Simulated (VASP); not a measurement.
Runs of VASP 6.6.1 on GaN. It takes space group P6_3mc (No. 186, hexagonal). Conventional cell: a = 3.180 Å, b = 3.180 Å, c = 5.166 Å, α = 90.00°, β = 90.00°, γ = 120.00°. Within 2.6 Å of Ga (site symmetry 3m) lie 4 N at 1.94 to 1.95 Å. N (site symmetry 3m) has 4 Ga at 1.94 to 1.95 Å within 2.6 Å. 

```csv
k mesh,gap on the mesh (eV),pressure (GPa),largest force (eV/Å)
5 × 5 × 3,1.97,7.3,0.13
8 × 8 × 5,1.97,7.4,0.13
7 × 7 × 4,1.97,7.4,0.13
4 × 4 × 2,1.96,7.3,0.13
3 × 3 × 2,(a),7.5,0.12
```

Alike in all rows: task single point; level PBE; potentials or basis VASP PAW PBE potentials, release 64 (Ga_d, N); no spin polarisation; cell as given; cutoff (eV) 520; smearing gaussian 0.01 eV.

Problem. Fill in the values left out.

Solution. (a) 1.94.

Caveats: some runs use coarse meshes.

A k mesh can miss the band edges, and the runs leave out spin-orbit coupling on Ga.
